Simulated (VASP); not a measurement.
Here is a VASP 6.6.1 calculation.

INCAR

```
SYSTEM = Zr3S2
  ALGO = Normal
  EDIFF = 1E-6
  EDIFFG = -0.01
  ENCUT = 600
  GGA = PE
  IBRION = 2
  ISIF = 3
  ISMEAR = 0
  LASPH = .TRUE.
  LCHARG = .FALSE.
  LREAL = .FALSE.
  LWAVE = .FALSE.
  NELM = 80
  NSW = 100
  PREC = Accurate
  SIGMA = 0.1
```

The input KPOINTS:

```
k-points
0
G
  12 12 8
  0 0 0
```

Contents of POSCAR:

```
Zr3S2
1.0
    4.9777396886      0.0000000000      0.0000000000
   -2.4888698443      4.3108490238      0.0000000000
    0.0000000000      0.0000000000      4.8681324246
Zr S
3 2
Direct
    0.3333333333      0.6666666667      0.5000000000
    0.6666666667      0.3333333333      0.5000000000
    0.0000000000      0.0000000000      0.0000000000
    0.3333333333      0.6666666667      0.0000000000
    0.6666666667      0.3333333333      0.0000000000
```

Potentials or basis: VASP PAW PBE potentials, release 64 (Zr_sv, S).

Launch:

```bash
$ cat potpaw_PBE.64/Zr_sv/POTCAR potpaw_PBE.64/S/POTCAR > POTCAR
$ mpirun -np 1 vasp_std > vasp.out
```

**Question.** What does it give for the band gap on the k mesh?

**Answer.** Zero (bands 24 and 25 overlap by 1.29 eV).

**Question.** Predict the space group after relaxing (to 0.1 Å).

**Answer.** P6/mmm (No. 191).

**Question.** What does it give for the relaxed cell?

**Answer.** a = 4.989 Å, b = 4.989 Å, c = 4.862 Å, α = 90.00°, β = 90.00°, γ = 120.00°.

**Question.** Predict the relaxed volume.

**Answer.** 20.96 Å³/atom.

Step by step:
```
step  energy change (eV)  largest force (eV/Å)  pressure (GPa)  volume (Å³)
   1              0.0000                0.0000            0.16       104.46
   2             -0.0005                0.0000            0.13       104.77
   3             -0.0007                0.0000            0.13       104.67
   4             -0.0007                0.0000           -0.13       104.94
   5             -0.0008                0.0000            0.00       104.81
```
